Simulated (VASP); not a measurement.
# MgO (P6_3/mmc) in VASP: notebook, part 2 of 2

VASP 6.6.1.

**5. Single point, PBE (volume 11.745 Å^3 an atom, c/a of the conventional cell 1.2837)**

Input file INCAR:

```
PREC = Accurate
ENCUT = 520
EDIFF = 1E-6
ISMEAR = 0
SIGMA = 0.05
LREAL = F
LASPH = T
NELM = 80
ALGO = Normal
ISIF = 2
LWAVE = F
LCHARG = F
GGA = PE
NBANDS = 16
```

Input file KPOINTS:

```
regular mesh
0
Gamma
  9 9 6
```

Input file POSCAR:

```
MgO
1.0
    3.4831561675      0.0000000000      0.0000000000
   -1.7415780838      3.0165017264      0.0000000000
    0.0000000000      0.0000000000      4.4713275722
Mg O
2 2
Direct
    0.6666666667      0.3333333333      0.7500000000
    0.3333333333      0.6666666667      0.2500000000
    0.6666666667      0.3333333333      0.2500000000
    0.3333333333      0.6666666667      0.7500000000
```

Potentials or basis: VASP PAW PBE potentials, release 64 (Mg, O).

Command:

```
$ cat potpaw_PBE.64/Mg/POTCAR potpaw_PBE.64/O/POTCAR > POTCAR
$ mpirun -np 1 vasp_std > vasp.out
```

OUTCAR:

```text
PREC = Accurate
   ENCUT = 520
   EDIFF = 1E-6
   ISMEAR = 0
   LREAL = F
   LASPH = T
   NELM = 80
   ISIF = 2
   GGA = PE

 ion  position               nearest neighbor table
   1  0.667  0.333  0.750-   4 2.01   4 2.01   4 2.01   3 2.24   3 2.24   2 3.01   2 3.01   2 3.01
                             2 3.01   2 3.01   2 3.01
   2  0.333  0.667  0.250-   3 2.01   3 2.01   3 2.01   4 2.24   4 2.24   1 3.01   1 3.01   1 3.01
                             1 3.01   1 3.01   1 3.01
   3  0.667  0.333  0.250-   2 2.01   2 2.01   2 2.01   1 2.24   1 2.24
   4  0.333  0.667  0.750-   1 2.01   1 2.01   1 2.01   2 2.24   2 2.24

  LATTYP: Found a hexagonal cell.
 ALAT       =     3.4831561675
 C/A-ratio  =     1.2837000000

  Lattice vectors:

 A1 = (   3.4831561675,   0.0000000000,   0.0000000000)
 A2 = (  -1.7415780838,   3.0165017264,   0.0000000000)
 A3 = (   0.0000000000,   0.0000000000,   4.4713275722)

Analysis of symmetry for initial positions (statically):
=====================================================================
 Subroutine PRICEL returns:
 Original cell was already a primitive cell.

 Routine SETGRP: Setting up the symmetry group for a
 hexagonal supercell.

 Subroutine GETGRP returns: Found 24 space group operations
 (whereof 12 operations were pure point group operations)
 out of a pool of 24 trial point group operations.

The static configuration has the point symmetry D_3d.
 The point group associated with its full space group is D_6h.

Analysis of symmetry for dynamics (positions and initial velocities):
=====================================================================
 Subroutine PRICEL returns:
 Original cell was already a primitive cell.

 Routine SETGRP: Setting up the symmetry group for a
 hexagonal supercell.

 Subroutine GETGRP returns: Found 24 space group operations
 (whereof 12 operations were pure point group operations)
 out of a pool of 24 trial point group operations.

The dynamic configuration has the point symmetry D_3d.
 The point group associated with its full space group is D_6h.

 Subroutine INISYM returns: Found 24 space group operations
 (whereof 12 operations are pure point group operations),
 and found     1 'primitive' translations

----------------------------------------------------------------------------------------

                                     Primitive cell

  volume of cell :      46.9800

  direct lattice vectors                    reciprocal lattice vectors
     3.483156167  0.000000000  0.000000000     0.287095942  0.165754919  0.000000000
    -1.741578084  3.016501726  0.000000000     0.000000000  0.331509838  0.000000000
     0.000000000  0.000000000  4.471327572     0.000000000  0.000000000  0.223647224

  length of vectors
     3.483156167  3.483156168  4.471327572     0.331509838  0.331509838  0.223647224

  position of ions in fractional coordinates (direct lattice)
     0.666666667  0.333333333  0.750000000
     0.333333333  0.666666667  0.250000000
     0.666666667  0.333333333  0.250000000
     0.333333333  0.666666667  0.750000000

  ion indices of the primitive-cell ions
   primitive index   ion index
                 1           1
                 2           2
                 3           3
[... 21 lines left out ...]
     0.000000000  0.000000000  0.000000000

 Subroutine IBZKPT returns following result:
 ===========================================

 Found     48 irreducible k-points:

 Following reciprocal coordinates:
            Coordinates               Weight
  0.000000  0.000000  0.000000      1.000000
  0.111111 -0.000000  0.000000      6.000000
  0.222222  0.000000  0.000000      6.000000
  0.333333 -0.000000  0.000000      6.000000
  0.444444  0.000000  0.000000      6.000000
  0.111111  0.111111  0.000000      6.000000
[... 16 lines left out ...]
  0.333333  0.222222  0.166667     24.000000
  0.333333  0.333333  0.166667      4.000000
 [... further k-points ...]
   k-points           NKPTS =     48   k-points in BZ     NKDIM =     48   number of bands    NBANDS=     16
   number of dos      NEDOS =    301   number of ions     NIONS =      4
   total plane-waves  NPLWV =  28224
   dimension x,y,z NGX =    28 NGY =   28 NGZ =   36
   dimension x,y,z NGXF=    56 NGYF=   56 NGZF=   72
   ions per type =               2   2
   NGX,Y,Z   is equivalent  to a cutoff of  13.36, 13.36, 13.38 a.u.
   NGXF,Y,Z  is equivalent  to a cutoff of  26.73, 26.73, 26.77 a.u.
 SYSTEM =  unknown system
   PREC   = accura    normal or accurate (medium, high low for compatibility)
   ISTART =      0    job   : 0-new  1-cont  2-samecut
   ICHARG =      2    charge: 1-file 2-atom 10-const
   ISPIN  =      1    spin polarized calculation?
   LNONCOLLINEAR =      F non collinear calculations
   LSORBIT =      F    spin-orbit coupling
   LASPH  =      T    aspherical Exc in radial PAW
   ENCUT  =  520.0 eV  38.22 Ry    6.18 a.u.   6.48  6.48  8.31*2*pi/ulx,y,z
   NELM   =     80;   NELMIN=  2; NELMDL= -5     # of ELM steps
   EDIFF  = 0.1E-05   stopping-criterion for ELM
   LREAL  =      F    real-space projection
   EDIFFG = 0.1E-04   stopping-criterion for IOM
   NSW    =      0    number of steps for IOM
   IBRION =     -1    ionic relax: 0-MD 1-quasi-New 2-CG
   NFREE  =      0    steps in history (QN), initial steepest desc. (CG)
   ISIF   =      2    stress and relaxation
   ISYM   =      2    0-nonsym 1-usesym 2-fastsym
   POTIM  = 0.5000    time-step for ionic-motion
   TEBEG  =    0.0;   TEEND  =   0.0 temperature during run
   PSTRESS=    0.0 pullay stress
   NELECT =      16.0000    total number of electrons
   NUPDOWN=      -1.0000    fix difference up-down
   EMIN   =  10.00;   EMAX   =-10.00  energy-range for DOS
   EFERMI =   0.00;   METHOD = LEGACY
   ISMEAR =     0;   SIGMA  =   0.05  broadening in eV -4-tet -1-fermi 0-gaus
   EFERMI_NEDOS =   21; number of points for ismear=-14 and -15
   IALGO  =     38    algorithm
   IMIX   =      4    mixing-type and parameters
     AMIX     =   0.40;   BMIX     =  1.00
     AMIX_MAG =   1.60;   BMIX_MAG =  1.00
  volume/ion in A,a.u.               =      11.74        79.26
  Fermi-wavevector in a.u.,A,eV,Ry     =   1.143257  2.160442 17.783308  1.307036
  Thomas-Fermi vector in A             =   2.279953
   LORBIT       =      0    0 simple, 1 ext, 2 COOP (PROOUT), +10 PAW based schemes
   GGA     = PE    functional components
   LHFCALC =     F    Hartree Fock is set to
   AEXX    =    0.0000 exact exchange contribution
   IVDW    =     0    specifies the selected vdW correction
   LEPSILON=     F    determine dielectric tensor
   LRPA    =     F    only Hartree local field effects (RPA)
 non-spin polarized calculation
 Gauss-broadening in eV      SIGMA  =   0.05
  energy-cutoff  :      520.00
  volume of cell :       46.98
 maximum number of plane-waves:      1289
 NGX is ok and might be reduce to    28
   NGX = 13   NGY = 13   NGZ = 17

 number of electron      15.9999997 magnetization

 Free energy of the ion-electron system (eV)
  ---------------------------------------------------
  ext. energy  EPLUGINS =         0.00000000
  ---------------------------------------------------
  free energy    TOTEN  =       -23.60358341 eV

  energy without entropy =      -23.60358341  energy(sigma->0) =      -23.60358341

 E-fermi :   1.9828     XC(G=0):  -9.7988

 val. band max:        1.6869322606   @ k =   0.0000   0.0000   0.0000
 cond. band min:       4.6969880690   @ k =   0.0000   0.0000   0.0000
 fundamental gap:      3.0100558085
 Fermi energy:         1.9828065518

 k-point     1 :       0.0000    0.0000    0.0000
  band No.  band energies     occupation
      1     -15.0456      2.00000
      2     -13.9221      2.00000
      3      -1.9084      2.00000
      4       0.0808      2.00000
      5       0.0808      2.00000
      6       0.7975      2.00000
[... 433 lines left out ...]
      3      -1.6216      2.00000
      4      -1.0384      2.00000
      5      -1.0384      2.00000
      6       0.3091      2.00000
[... 8 lines left out ...]
     15      14.8738      0.00000
     16      17.6344      0.00000

 [... further k-points ...]
[... 5 lines left out ...]
  --------------------------------------------------------------------------------------
  -------------------------------------------------------------------------------------
  Total       -0.3043328     -0.3043328     -2.5020233      0.0000000      0.0000000      0.0000000
  in kB      -10.3787808    -10.3787808    -85.3274785      0.0000000      0.0000000      0.0000000
  external PRESSURE =     -35.3616800 kB  Pullay stress =       0.0000000 kB

 VOLUME and BASIS-vectors are now :
 -----------------------------------------------------------------------------
  energy-cutoff  :      520.00
  volume of cell :       46.98
      direct lattice vectors                 reciprocal lattice vectors
     3.483156167  0.000000000  0.000000000     0.287095942  0.165754919  0.000000000
    -1.741578084  3.016501726  0.000000000     0.000000000  0.331509838  0.000000000
     0.000000000  0.000000000  4.471327572     0.000000000  0.000000000  0.223647224

 POSITION                                       TOTAL-FORCE (eV/Angst)
 -----------------------------------------------------------------------------------
      1.74158      1.00550      3.35350         0.000000     -0.000000      0.000000
     -0.00000      2.01100      1.11783        -0.000000      0.000000      0.000000
      1.74158      1.00550      1.11783        -0.000000      0.000000      0.000000
     -0.00000      2.01100      3.35350         0.000000     -0.000000      0.000000
 -----------------------------------------------------------------------------------
    total drift:                                0.000000     -0.000000      0.000000

  FREE ENERGIE OF THE ION-ELECTRON SYSTEM (eV)
  ---------------------------------------------------
  free  energy   TOTEN  =       -23.6035834150 eV

  energy  without entropy=      -23.6035834150  energy(sigma->0) =      -23.60358341
```

stdout:

```text
POSCAR found type information on POSCAR MgO
 POSCAR found :  2 types and       4 ions
 scaLAPACK will be used
 LDA part: xc-table for (Slater+PW92), standard interpolation
 POSCAR, INCAR and KPOINTS ok, starting setup
 FFT: planning ... GRIDC
 FFT: planning ... GRID_SOFT
 FFT: planning ... GRID
 WAVECAR not read
 entering main loop
```

Run time: 31 s. Hardware: 1 thread of Intel Xeon 6975P-C, shared host; peak memory 0.19 GiB.

Results:

```
Free energy            : -23.6036 eV
Pressure               : -3.5 GPa
Band gap on the k mesh : 3.01 eV, direct
```

Stress tensor (GPa, compression positive):
```
-1.04  0.00  0.00
 0.00 -1.04  0.00
 0.00  0.00 -8.53
```

**6. Single point, PBE (volume 11.381 Å^3 an atom, c/a of the conventional cell 1.1474)**

Input file INCAR:

```
ALGO = Normal
EDIFF = 1E-7
ENCUT = 520
GGA = PE
ISIF = 2
ISMEAR = 0
LASPH = T
LCHARG = F
LREAL = F
LWAVE = F
NBANDS = 16
NELM = 100
PREC = Accurate
SIGMA = 0.05
```

Input file KPOINTS:

```
k-points
0
Gamma
  9 9 6
```

Input file POSCAR:

```
MgO
1.0
    3.5782110895      0.0000000000      0.0000000000
   -1.7891055448      3.0988217036      0.0000000000
    0.0000000000      0.0000000000      4.1056394041
Mg O
2 2
Direct
    0.6666666667      0.3333333333      0.7500000000
    0.3333333333      0.6666666667      0.2500000000
    0.6666666667      0.3333333333      0.2500000000
    0.3333333333      0.6666666667      0.7500000000
```

Potentials or basis: VASP PAW PBE potentials, release 64 (Mg, O).

Command:

```
$ cat potpaw_PBE.64/Mg/POTCAR potpaw_PBE.64/O/POTCAR > POTCAR
$ mpirun -np 1 vasp_std > vasp.out
```

OUTCAR:

```text
EDIFF = 1E-7
   ENCUT = 520
   GGA = PE
   ISIF = 2
   ISMEAR = 0
   LASPH = T
   LREAL = F
   NELM = 100
   PREC = Accurate

 ion  position               nearest neighbor table
   1  0.667  0.333  0.750-   3 2.05   3 2.05   4 2.07   4 2.07   4 2.07   2 2.91   2 2.91   2 2.91
                             2 2.91   2 2.91   2 2.91
   2  0.333  0.667  0.250-   4 2.05   4 2.05   3 2.07   3 2.07   3 2.07   1 2.91   1 2.91   1 2.91
                             1 2.91   1 2.91   1 2.91
   3  0.667  0.333  0.250-   1 2.05   1 2.05   2 2.07   2 2.07   2 2.07
   4  0.333  0.667  0.750-   2 2.05   2 2.05   1 2.07   1 2.07   1 2.07

  LATTYP: Found a hexagonal cell.
 ALAT       =     3.5782110895
 C/A-ratio  =     1.1474000000

  Lattice vectors:

 A1 = (   3.5782110895,   0.0000000000,   0.0000000000)
 A2 = (  -1.7891055448,   3.0988217036,   0.0000000000)
 A3 = (   0.0000000000,   0.0000000000,   4.1056394041)

Analysis of symmetry for initial positions (statically):
=====================================================================
 Subroutine PRICEL returns:
 Original cell was already a primitive cell.

 Routine SETGRP: Setting up the symmetry group for a
 hexagonal supercell.

 Subroutine GETGRP returns: Found 24 space group operations
 (whereof 12 operations were pure point group operations)
 out of a pool of 24 trial point group operations.

The static configuration has the point symmetry D_3d.
 The point group associated with its full space group is D_6h.

Analysis of symmetry for dynamics (positions and initial velocities):
=====================================================================
 Subroutine PRICEL returns:
 Original cell was already a primitive cell.

 Routine SETGRP: Setting up the symmetry group for a
 hexagonal supercell.

[... 122 lines left out ...]
   EMIN   =  10.00;   EMAX   =-10.00  energy-range for DOS
   EFERMI =   0.00;   METHOD = LEGACY
   ISMEAR =     0;   SIGMA  =   0.05  broadening in eV -4-tet -1-fermi 0-gaus
   EFERMI_NEDOS =   21; number of points for ismear=-14 and -15
   IALGO  =     38    algorithm
   IMIX   =      4    mixing-type and parameters
     AMIX     =   0.40;   BMIX     =  1.00
     AMIX_MAG =   1.60;   BMIX_MAG =  1.00
  volume/ion in A,a.u.               =      11.38        76.80
  Fermi-wavevector in a.u.,A,eV,Ry     =   1.155315  2.183229 18.160411  1.334753
  Thomas-Fermi vector in A             =   2.291944
   LORBIT       =      0    0 simple, 1 ext, 2 COOP (PROOUT), +10 PAW based schemes
   GGA     = PE    functional components
   LHFCALC =     F    Hartree Fock is set to
   AEXX    =    0.0000 exact exchange contribution
   IVDW    =     0    specifies the selected vdW correction
   LEPSILON=     F    determine dielectric tensor
   LRPA    =     F    only Hartree local field effects (RPA)
 non-spin polarized calculation
 Gauss-broadening in eV      SIGMA  =   0.05
  energy-cutoff  :      520.00
  volume of cell :       45.52
 maximum number of plane-waves:      1252
 NGX is ok and might be reduce to    28
   NGX = 13   NGY = 13   NGZ = 15

 number of electron      16.0000003 magnetization

 Free energy of the ion-electron system (eV)
  ---------------------------------------------------
  ext. energy  EPLUGINS =         0.00000000
  ---------------------------------------------------
  free energy    TOTEN  =       -23.64073013 eV

  energy without entropy =      -23.64073013  energy(sigma->0) =      -23.64073013

 E-fermi :   1.8964     XC(G=0):  -9.9068

 val. band max:        1.6978697570   @ k =   0.0000   0.0000   0.0000
 cond. band min:       5.0252418116   @ k =   0.0000   0.0000   0.0000
 fundamental gap:      3.3273720546
 Fermi energy:         1.8963832582

 k-point     1 :       0.0000    0.0000    0.0000
  band No.  band energies     occupation
      1     -15.0338      2.00000
      2     -13.6577      2.00000
      3      -1.6667      2.00000
      4       0.0291      2.00000
      5       0.0291      2.00000
      6       1.0553      2.00000
[... 433 lines left out ...]
      3      -1.6240      2.00000
      4      -0.9680      2.00000
      5      -0.9680      2.00000
      6       0.6614      2.00000
[... 8 lines left out ...]
     15      15.9785      0.00000
     16      17.8914      0.00000

 [... further k-points ...]
[... 5 lines left out ...]
  --------------------------------------------------------------------------------------
  -------------------------------------------------------------------------------------
  Total       -0.6915988     -0.6915988      1.5838248      0.0000000      0.0000000     -0.0000000
  in kB      -24.3400511    -24.3400511     55.7409515      0.0000000      0.0000000     -0.0000000
  external PRESSURE =       2.3536164 kB  Pullay stress =       0.0000000 kB

 VOLUME and BASIS-vectors are now :
 -----------------------------------------------------------------------------
  energy-cutoff  :      520.00
  volume of cell :       45.52
      direct lattice vectors                 reciprocal lattice vectors
     3.578211089  0.000000000  0.000000000     0.279469259  0.161351652  0.000000000
    -1.789105545  3.098821704  0.000000000     0.000000000  0.322703303  0.000000000
     0.000000000  0.000000000  4.105639404     0.000000000  0.000000000  0.243567421

 POSITION                                       TOTAL-FORCE (eV/Angst)
 -----------------------------------------------------------------------------------
      1.78911      1.03294      3.07923        -0.000000     -0.000000      0.000000
     -0.00000      2.06588      1.02641         0.000000      0.000000      0.000000
      1.78911      1.03294      1.02641         0.000000     -0.000000      0.000000
     -0.00000      2.06588      3.07923        -0.000000      0.000000      0.000000
 -----------------------------------------------------------------------------------
    total drift:                               -0.000000      0.000000     -0.000000

  FREE ENERGIE OF THE ION-ELECTRON SYSTEM (eV)
  ---------------------------------------------------
  free  energy   TOTEN  =       -23.6407301286 eV

  energy  without entropy=      -23.6407301286  energy(sigma->0) =      -23.64073013
```

OSZICAR:

```text
N       E                     dE             d eps       ncg     rms          rms(c)
DAV:   1     0.610503680153E+02    0.61050E+02   -0.75484E+03  1544   0.888E+02
DAV:   2    -0.238006942946E+02   -0.84851E+02   -0.77681E+02  2168   0.195E+02
DAV:   3    -0.276539105476E+02   -0.38532E+01   -0.38433E+01  1736   0.432E+01
DAV:   4    -0.276696318957E+02   -0.15721E-01   -0.15721E-01  1896   0.322E+00
DAV:   5    -0.276697128626E+02   -0.80967E-04   -0.80966E-04  1752   0.222E-01    0.112E+01
DAV:   6    -0.237174140421E+02    0.39523E+01   -0.10528E+01  1648   0.249E+01    0.362E+00
DAV:   7    -0.236620084501E+02    0.55406E-01   -0.15437E-01  1560   0.318E+00    0.214E+00
DAV:   8    -0.236428324685E+02    0.19176E-01   -0.10424E-01  1640   0.340E+00    0.552E-01
DAV:   9    -0.236397688380E+02    0.30636E-02   -0.95996E-03  1880   0.865E-01    0.121E-01
DAV:  10    -0.236407088094E+02   -0.93997E-03   -0.92491E-04  1552   0.235E-01    0.397E-02
DAV:  11    -0.236407310861E+02   -0.22277E-04   -0.35167E-05  1712   0.482E-02    0.230E-02
DAV:  12    -0.236407313683E+02   -0.28225E-06   -0.99335E-06  1568   0.234E-02    0.898E-03
DAV:  13    -0.236407301334E+02    0.12349E-05   -0.45825E-06  1840   0.166E-02    0.978E-04
DAV:  14    -0.236407301286E+02    0.48411E-08   -0.10736E-07  1048   0.283E-03
   1 F= -.23640730E+02 E0= -.23640730E+02  d E =-.827858E-11
```

It took 60 s on 1 thread of AMD EPYC 7R13, shared host; peak memory 0.15 GiB.

Results:

```
Free energy            : -23.6407 eV
Pressure               : 0.2 GPa
Band gap on the k mesh : 3.33 eV, direct
```

Levels at points of the mesh, in eV from the valence-band top:
| k point | band 5 | band 6 | band 7 | band 8 | band 9 | band 10 | band 11 | band 12 |
| --- | --- | --- | --- | --- | --- | --- | --- | --- |
| (0.00, 0.00, 0.00) | -1.67 | -0.64 | -0.64 | 0.00 | 3.33 | 9.45 | 12.11 | 12.11 |
| (0.00, 0.00, 0.50) | -1.18 | -1.18 | -1.18 | -1.18 | 6.39 | 6.39 | 12.47 | 12.47 |

**7. The runs side by side**

```tsv
cell	gap on the mesh (eV)	pressure (GPa)
a = 3.577, b = 3.577, c = 4.239 Å, angles 90.0, 90.0, 120.0°, 4 atoms	3.13	-4.1
a = 3.539, b = 3.539, c = 4.330 Å, angles 90.0, 90.0, 120.0°, 4 atoms	3.08	-4.2
a = 3.558, b = 3.558, c = 4.284 Å, angles 90.0, 90.0, 120.0°, 4 atoms	3.10	-4.2
a = 3.483, b = 3.483, c = 4.471 Å, angles 90.0, 90.0, 120.0°, 4 atoms	3.01	-3.5
a = 3.578, b = 3.578, c = 4.106 Å, angles 90.0, 90.0, 120.0°, 4 atoms	3.33	0.2
```

Alike in all rows: task single point; level PBE; potentials or basis VASP PAW PBE potentials, release 64 (Mg, O); no spin polarisation; k mesh 9 × 9 × 6; cutoff (eV) 520; smearing gaussian 0.05 eV.

Absolute energies hang on the potentials; compare differences alone.
